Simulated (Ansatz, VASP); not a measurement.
# One calculation of Sb, two programs

INCAR

```
SYSTEM = Sb
  PREC = Accurate
  ENCUT = 520
  EDIFF = 1E-8
  ISMEAR = -1
  SIGMA = 0.05
  LREAL = .FALSE.
  LASPH = .TRUE.
  NELM = 100
  ALGO = Normal
  ISIF = 2
  LWAVE = .FALSE.
  LCHARG = .FALSE.
  GGA = PE
  LEFG = .TRUE.
  NBANDS = 12
```

KPOINTS

```
Automatic mesh
0
G
  12 12 7
  0 0 0
```

The input POSCAR:

```
Sb
1.0
    3.4026901813      0.0000000000      0.0000000000
   -1.7013450907      2.9468161382      0.0000000000
    0.0000000000      0.0000000000      5.3300000000
Sb
2
Direct
    0.3333333333      0.6666666667      0.2500000000
    0.6666666667      0.3333333333      0.7500000000
```

Input for Ansatz:

```yaml
crystal:
  lattice:
    - [3.4026901813, 0.0, 0.0]
    - [-1.7013450907, 2.9468161382, 0.0]
    - [0.0, 0.0, 5.33]
  atoms:
    - { symbol: Sb, position: [0.3333333333, 0.6666666667, 0.25] }
    - { symbol: Sb, position: [0.6666666667, 0.3333333333, 0.75] }
kpoints:
  mp_grid: { grid: [12, 12, 7] }
scf:
  occupations: { method: fermi_dirac, width: 0.05 }
hamiltonian:
  xc: pbe
  pseudopotentials: { kind: all_electron, datasets: crystal }
output:
  forces: true
  stress: true
  eigenvalues: true
  efg: { contact_densities: true }
```

Change from the starting cell: equal xx and yy strain of +1 %, crystal datasets.

Alike in both runs: task electric field gradients; functional PBE; k mesh 12 × 12 × 7; occupations fermi-dirac, width 0.05 eV; no spin polarisation.

|  | VASP | Ansatz |
| --- | --- | --- |
| version | VASP 6.6.1 | Ansatz 0.2.0 |
| potentials or method | VASP PAW PBE potentials, release 64 (Sb), cutoff 520 eV | all-electron PAW with datasets made for the crystal, scalar-relativistic |

```csv
,VASP,Ansatz,Ansatz less VASP
pressure (GPa),1.5,1.6,+0.14
"traceless stress, the component that is largest in VASP (GPa)",-0.53,-0.52,+0.005
size of Vzz on the site where it differs most (V/Å²),20.6,22.1,+1.50
```

Ansatz ran all-electron here, and VASP with PAW potentials.

Spin-orbit coupling is off throughout.
